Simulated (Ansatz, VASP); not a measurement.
One calculation of LiNbO3, two programs

```
Li Nb O
1.0
     2.50482    1.44616    4.99862
    -2.50482    1.44616    4.99862
     0.00000   -2.89232    4.99862
Li Nb O
2 2 6
Direct
  0.25000 0.25000 0.25000
  0.75000 0.75000 0.75000
  0.00000 0.00000 0.00000
  0.50000 0.50000 0.50000
  0.13034 0.36966 0.75000
  0.75000 0.13034 0.36966
  0.36966 0.75000 0.13034
  0.86966 0.63034 0.25000
  0.25000 0.86966 0.63034
  0.63034 0.25000 0.86966
```

Alike in both runs: task single point; functional PBE; k mesh 6 × 6 × 6; occupations gaussian, width 0.05 eV; no spin polarisation.

|  | VASP | Ansatz |
| --- | --- | --- |
| version | VASP 6.6.1 | Ansatz 0.2.0 |
| potentials or method | VASP PAW PBE potentials, release 64 (Li_sv, Nb_sv, O), cutoff 520 eV | scalar-relativistic, plane waves, PAW |
| valence electrons in the cell | 68 | 68 |

Ansatz gave:

| Quantity | Value |
| --- | --- |
| gap on the k mesh at the Fermi level (eV) | 2.20 |
| least direct gap on the mesh (eV) | 2.28 |
| rms of the force components (eV/Å) | 0.056 |

Task: What did VASP give for the same quantities?

Result: gap on the k mesh at the Fermi level (eV): 2.18; least direct gap on the mesh (eV): 2.26; rms of the force components (eV/Å): 0.044.

Atom by atom the forces differ by 0.012 eV/Å (rms over components).

Noted on VASP's run: the cutoff is short for stress, so the pressure is rough.
